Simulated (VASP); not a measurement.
Runs of VASP 6.6.1 on PrH2Ir. The structure is that of space group P6/mmm (No. 191), or close to it. The cells are those of the table. The cell was built from a structure type or drawn by symmetry, and may not be a known phase.

```tsv
task	spin	cell	k mesh	cutoff (eV)	gap on the mesh (eV)	pressure (GPa)	moment (μB)
relaxation of cell and atoms	off	relaxed from a = 3.495, b = 3.495, c = 5.760 Å, angles 90.0, 90.0, 120.0°, 4 atoms	6 × 6 × 4	600	none	0.1	-
single point	collinear	a = 3.794, b = 3.794, c = 5.690 Å, angles 90.0, 90.0, 120.0°, 4 atoms	6 × 6 × 4	520	none	(b)	(a)
single point	collinear	a = 3.825, b = 3.825, c = 5.674 Å, angles 90.0, 90.0, 120.0°, 4 atoms	12 × 12 × 8	520	none	-9.0	0.20
single point	off	a = 3.495, b = 3.495, c = 5.760 Å, angles 90.0, 90.0, 120.0°, 4 atoms	6 × 6 × 4	520	none	-2.1	-
```

Alike in all rows: level PBE; potentials or basis VASP PAW PBE potentials, release 64 (Pr, H, Ir); smearing gaussian 0.1 eV.

**Question.** Estimate the missing entries.

**Answer.** (a) 0.04; (b) -8.6.

Caveats: spin-orbit coupling is left out, which moves the levels of the heavy elements; semilocal functionals describe open f shells poorly, which spoils levels, moments and volumes; the magnetic or orbital state may not be the lowest (at least some runs); the cell stands under tension (at least some runs).

A k mesh can miss the band edges, and the runs leave out spin-orbit coupling on Ir, Pr.

A gap of «none» marks levels without a gap at the run's occupations.
